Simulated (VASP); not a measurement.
Set up this calculation in VASP 6.6.1, as the native input.

- Task: single point
- Functional: r2SCAN0
- Potentials or basis: VASP PAW PBE potentials, release 64 (Ag)
- Cutoff: 520 eV
- k mesh: 6 × 6 × 6
- Occupations: fermi-dirac, width 0.05 eV
- Spin: no spin polarisation
- Dipole correction: no
- Grid for exact exchange (PRECFOCK): Normal
- Further INCAR settings: ALGO = Normal; EDIFF = 1e-06; NBANDS = 12
- Share of exact exchange: 0.25

Crystal: Ag.

```
Ag
1.0
     0.00000    2.01514    2.01514
     2.01514    0.00000    2.01514
     2.01514    2.01514    0.00000
Ag
1
Cartesian
  0.0000 0.0000 0.0000
```

One way to write it, as run:

POSCAR

```
Ag
1.0
    0.0000000000      2.0151418859      2.0151418859
    2.0151418859      0.0000000000      2.0151418859
    2.0151418859      2.0151418859      0.0000000000
Ag
1
Direct
    0.0000000000      0.0000000000      0.0000000000
```

INCAR.step1

```
SYSTEM = Ag
ALGO = Normal
EDIFF = 1E-5
ENCUT = 520
GGA = PE
ISIF = 2
ISMEAR = -1
LASPH = .True.
LCHARG = .False.
LREAL = .False.
LWAVE = .True.
NBANDS = 12
NELM = 100
PREC = Accurate
SIGMA = 0.05
```

INCAR.step2

```
SYSTEM = Ag
AEXX = 0.25
ALGO = Normal
EDIFF = 1E-6
ENCUT = 520
ISIF = 2
ISMEAR = -1
ISTART = 1
LASPH = .True.
LCHARG = .False.
LHFCALC = .True.
LMIXTAU = .True.
LREAL = .False.
LWAVE = .False.
METAGGA = R2SCAN
NBANDS = 12
NELM = 100
PREC = Accurate
PRECFOCK = Normal
SIGMA = 0.05
```

KPOINTS

```
k-points
0
Gamma
  6 6 6
  0 0 0
```

Potentials or basis: VASP PAW PBE potentials, release 64 (Ag).

Run with:

```sh
$ cat potpaw_PBE.64/Ag/POTCAR > POTCAR
$ cp INCAR.step1 INCAR
$ mpirun -np 1 vasp_std > vasp.out
$ cp INCAR.step2 INCAR
$ mpirun -np 1 vasp_std > vasp.out
```

It gave:

```json
{
 "Pressure": "8.2 GPa",
 "Band gap on the k mesh": "zero (an odd number of electrons rules out a gap without spin polarisation)"
}
```

Caveat: the k points lie up to 0.45 Å⁻¹ apart, too coarse for converged energies and pressures of a metal; the PAW data sets were made with another functional, which shifts forces and pressure a little.

It took 6.3 min on 1 thread of Intel(R) Xeon(R) Platinum 8488C (Sapphire Rapids), with other jobs on the host, peak memory 0.16 GiB.
